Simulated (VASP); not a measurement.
Wanted: the native input for a VASP 6.6.1 run.

```
Task                   : single point
Functional             : PBE
Potentials or basis    : VASP PAW PBE potentials, release 64 (As, Ga_d)
Cutoff                 : 520 eV
k mesh                 : 8 × 8 × 8
Occupations            : gaussian, width 0.011 eV
Spin                   : no spin polarisation
Dipole correction      : no
Further INCAR settings : ALGO = Normal; EDIFF = 1e-06; NBANDS = 16
```

The structure of GaAs lies in POSCAR:

```
GaAs
1.0
    0.0000000000      2.8268500000      2.8268500000
    2.8268500000      0.0000000000      2.8268500000
    2.8268500000      2.8268500000      0.0000000000
As Ga
1 1
Direct
    0.7500000000      0.7500000000      0.7500000000
    0.0000000000      0.0000000000      0.0000000000
```

One way to write it, as run:

INCAR

```
PREC     = Accurate       # precision mode
ENCUT    = 520            # plane-wave cutoff, eV
EDIFF    = 1E-6           # SCF threshold, eV
ISMEAR   = 0              # smearing method
SIGMA    = 0.011          # smearing width, eV
LREAL    = F              # projectors in reciprocal space
LASPH    = T              # aspherical terms in the spheres
NELM     = 60             # most SCF steps
ALGO     = Normal         # electronic algorithm
ISIF     = 2              # what is computed and relaxed
LWAVE    = F              # write WAVECAR
LCHARG   = F              # write CHGCAR
GGA      = PE             # functional
NBANDS   = 16             # bands
```

KPOINTS

```
Automatic mesh
0
Gamma
  8 8 8
```

Potentials or basis: VASP PAW PBE potentials, release 64 (As, Ga_d).

Run with:

```bash
$ cat potpaw_PBE.64/As/POTCAR potpaw_PBE.64/Ga_d/POTCAR > POTCAR
$ mpirun -np 1 vasp_std > vasp.out
```

Results of the run:

```
Pressure               : 3.4 GPa
Band gap on the k mesh : 0.52 eV, direct
```

Run time: 14 s on 1 thread of Intel(R) Xeon(R) Platinum 8488C (Sapphire Rapids), on a shared host, peak memory 0.17 GiB.
